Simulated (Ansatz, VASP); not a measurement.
## H2O: VASP beside Ansatz

INCAR

```
SYSTEM = H2O
PREC     = Accurate       ! precision mode
ENCUT    = 520            ! plane-wave cutoff, eV
EDIFF    = 1E-6           ! SCF threshold, eV
ISMEAR   = 0              ! smearing method
SIGMA    = 0.005          ! smearing width, eV
LREAL    = .FALSE.        ! projectors in reciprocal space
LASPH    = .TRUE.         ! aspherical terms in the spheres
NELM     = 60             ! most SCF steps
ALGO     = Normal         ! electronic algorithm
ISIF     = 2              ! what is computed and relaxed
LWAVE    = .FALSE.        ! write WAVECAR
LCHARG   = .FALSE.        ! write CHGCAR
GGA      = PE             ! functional
IVDW     = 12             ! dispersion correction
IBRION   = 2              ! ionic algorithm
NSW      = 100            ! ionic steps
EDIFFG   = -0.01          ! ionic threshold
ISYM     = 0
```

Contents of KPOINTS:

```
Automatic mesh
0
G
  1 1 1
  0 0 0
```

Contents of POSCAR:

```
H2O
1.0
   15.0000000000      0.0000000000      0.0000000000
    0.0000000000     15.5000000000      0.0000000000
    0.0000000000      0.0000000000     16.0000000000
O H
1 2
Direct
    0.5011452656      0.4800741017      0.4845525650
    0.5482155136      0.5110123779      0.5060858564
    0.4506392208      0.5089135204      0.5093615786
```

Input for Ansatz:

```yaml
crystal:
  lattice:
    - [15.0, 0.0, 0.0]
    - [0.0, 15.5, 0.0]
    - [0.0, 0.0, 16.0]
  atoms:
    - { symbol: O, position: [0.5011452656, 0.4800741017, 0.484552565] }
    - { symbol: H, position: [0.5482155136, 0.5110123779, 0.5060858564] }
    - { symbol: H, position: [0.4506392208, 0.5089135204, 0.5093615786] }
  symmetry: { detect: false }
basis:
  ecutwfc: 420
kpoints:
  mp_grid: { grid: [1, 1, 1] }
hamiltonian:
  xc: pbe
  dispersion: d3bj
scf:
  occupations: { method: gaussian, width: 0.005 }
output:
  forces: true
  eigenvalues: true
relax:
  adjacent_minimum: "off"
  f_tol: 0.01
  max_steps: 80
```

Alike in both runs: task relaxation of the atoms; functional PBE; dispersion D3(BJ); k mesh 1 × 1 × 1; occupations gaussian, width 0.005 eV; no spin polarisation.

|  | VASP | Ansatz |
| --- | --- | --- |
| version | VASP 6.6.1 | Ansatz 0.2.0 |
| potentials or method | VASP PAW PBE potentials, release 64 (O, H), cutoff 520 eV | scalar-relativistic, plane waves, PAW |
| valence electrons in the cell | 8 | 8 |

Ansatz gave:

- gap on the k mesh at the Fermi level, each at its own relaxed structure (eV): 6.25

**Question.** Which values does VASP return?

**Answer.** gap on the k mesh at the Fermi level, each at its own relaxed structure (eV): 6.22.
